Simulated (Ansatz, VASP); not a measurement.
# I: VASP beside Ansatz

```xyz
4
Lattice="3.5887 -2.1413 0.0000 3.5887 2.1413 0.0000 0.0000 0.0000 9.6272" Properties=species:S:1:pos:R:3 pbc="T T T"
I     3.5887   -1.3937    1.1859
I     3.5887   -0.7476    5.9995
I     3.5887    1.3937    8.4413
I     3.5887    0.7476    3.6277
```

Alike in both runs: task single point; functional LDA; k mesh 2 × 2 × 1; occupations fermi-dirac, width 0.05 eV; no spin polarisation.

|  | VASP | Ansatz |
| --- | --- | --- |
| version | VASP 6.6.1 | Ansatz 0.2.0 |
| potentials or method | VASP PAW LDA potentials, release 64 (I), cutoff 520 eV | plane waves (420 eV) with PAW, scalar-relativistic |
| valence electrons in the cell | 28 | 68 |

|  | VASP | Ansatz | Ansatz less VASP |
| --- | --- | --- | --- |
| pressure (GPa) | 0.3 | 0.3 | -0.01 |
| traceless stress, the component that is largest in VASP (GPa) | -5.83 | -5.82 | +0.006 |

Ansatz warns that its potentials were made for another functional, while VASP's fit it. LDA's correlation is that of Perdew and Zunger in VASP and of Perdew and Wang (1992) in Ansatz. VASP's potentials hold 28 valence electrons a cell and Ansatz's 68, so a difference there can come from the potentials and not from the codes.

The k mesh is coarse, so the values compare programs but aren't converged. Spin-orbit coupling is off throughout.
